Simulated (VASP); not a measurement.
Set up this calculation in VASP 6.6.1, as the native input.

| Property | Result |
| --- | --- |
| Task | single point |
| Functional | PBEsol |
| Potentials or basis | VASP PAW PBE potentials, release 64 (Al, Ni) |
| Cutoff | 520 eV |
| k mesh | 16 × 16 × 16 |
| Occupations | gaussian, width 0.15 eV |
| Spin | no spin polarisation |
| Dipole correction | no |
| Further INCAR settings | ALGO = Normal; EDIFF = 1e-06; NBANDS = 14 |

The structure of AlNi lies in POSCAR:

```
AlNi
1.0
    2.9333689589      0.0000000000      0.0000000000
    0.0000000000      2.9333689589      0.0000000000
    0.0000000000      0.0000000000      2.9333689589
Al Ni
1 1
Direct
    0.0000000000      0.0000000000     -0.0132782478
    0.5000000000      0.5000000000      0.5061040518
```

This cell differs from its parent crystal: atoms displaced along a vibrational mode, the cell strained.

The input as run:

INCAR

```
SYSTEM = AlNi
PREC     = Accurate       ! precision mode
ENCUT    = 520            ! plane-wave cutoff, eV
EDIFF    = 1E-6           ! SCF threshold, eV
ISMEAR   = 0              ! smearing method
SIGMA    = 0.15           ! smearing width, eV
LREAL    = .FALSE.        ! projectors in reciprocal space
LASPH    = .TRUE.         ! aspherical terms in the spheres
NELM     = 60             ! most SCF steps
ALGO     = Normal         ! electronic algorithm
ISIF     = 2              ! what is computed and relaxed
LWAVE    = .FALSE.        ! write WAVECAR
LCHARG   = .FALSE.        ! write CHGCAR
GGA      = PS             ! functional
NBANDS   = 14             ! bands
```

KPOINTS

```
Automatic mesh
0
G
  16 16 16
  0 0 0
```

Potentials or basis: VASP PAW PBE potentials, release 64 (Al, Ni).

Command:

```bash
$ cat potpaw_PBE.64/Al/POTCAR potpaw_PBE.64/Ni/POTCAR > POTCAR
$ mpirun -np 1 vasp_std > vasp.out
```

Results of the run:

| Property | Result |
| --- | --- |
| Pressure | -10.6 GPa |
| Largest force | 0.260 eV/Å |
| Band gap on the k mesh | zero (an odd number of electrons rules out a gap without spin polarisation) |

Caveat: the cell differs from its parent crystal (atoms displaced along a vibrational mode, the cell strained); the cell stands under tension; the PAW data sets were made with another functional, which shifts forces and pressure a little.

It took 33 s on 1 thread of Intel(R) Xeon(R) 6975P-C (Granite Rapids) (shared host), peak memory 0.25 GiB.
